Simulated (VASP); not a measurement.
Crystal: EuFe3.

```
Eu Fe
1.0
     3.96284    0.00000    0.00000
     0.00000    3.96284    0.00000
     0.00000    0.00000    3.96284
Eu Fe
1 3
Direct
  0.00000 0.00000 0.00000
  0.00000 0.50000 0.50000
  0.50000 0.50000 0.00000
  0.50000 0.00000 0.50000
```

Base run:

| Property | Result |
| --- | --- |
| Program | VASP 6.6.1 |
| Functional | PBE |
| Potentials or basis | VASP PAW PBE potentials, release 64 (Eu, Fe) |
| Cutoff | 520 eV |
| k mesh | 8 × 8 × 8, shifted |
| Occupations | gaussian, width 0.05 eV |
| Spin | collinear spin, ferrimagnetic start |
| Starting moments | [7.0, -2.5, -2.5, -2.5] μB |

Its results: pressure 0.4 GPa; net moment -0.50 μB per cell; site moments Eu +6.46; Fe -2.46 μB.

Q: The run is repeated on the same cell with these changes: k mesh from 8 × 8 × 8, shifted to 8 × 8 × 8, through Γ; moments at the start from [7.0, -2.5, -2.5, -2.5] to [7.15, -2.71, -2.71, -2.71]. What comes out?

A: Pressure -0.1 GPa; net moment -0.31 μB per cell; site moments Eu +6.48; Fe -2.42 μB.
